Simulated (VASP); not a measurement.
Pb:

```
Pb
1.0
     0.00000    3.23763    3.23763
     3.23763    0.00000    3.23763
     3.23763    3.23763    0.00000
Pb
2
Direct
  0.50000 0.50000 0.50000
  0.75000 0.75000 0.75000
```

```yaml
Program: VASP 6.6.1
Task: relaxation of cell and atoms
Functional: PBEsol
Potentials_or_basis: VASP PAW PBE potentials, release 64 (Pb_d)
Cutoff: 600 eV
k_mesh: 6 × 6 × 6
Occupations: gaussian, width 0.1 eV
Spin: no spin polarisation
```

At the start: pressure 9.6 GPa; volume 33.94 Å³/atom.

Question: How do energy, volume and symmetry change on relaxing?

Answer: Over 3 steps the energy falls by 182.8 meV/atom and the volume is 41.20 Å³/atom (+21.4 %); space group Fd-3m (No. 227, to 0.05 Å).

Step by step:
| step | energy change (eV) | largest force (eV/Å) | pressure (GPa) | volume (Å³) |
| --- | --- | --- | --- | --- |
| 1 | 0.0000 | 0.0000 | 9.60 | 67.88 |
| 2 | -0.3133 | 0.0000 | -2.08 | 89.87 |
| 3 | -0.3656 | 0.0000 | 0.05 | 82.41 |

Final structure:
```
CELL_PARAMETERS angstrom
0.00000 3.45394 3.45394
3.45394 0.00000 3.45394
3.45394 3.45394 0.00000
ATOMIC_POSITIONS crystal
Pb 0.50000 0.50000 0.50000
Pb 0.75000 0.75000 0.75000
```

Caveat: the volume moved by over 15 % at a fixed basis, so the end points are rough; the PAW data sets were made with another functional, which shifts forces and pressure a little.
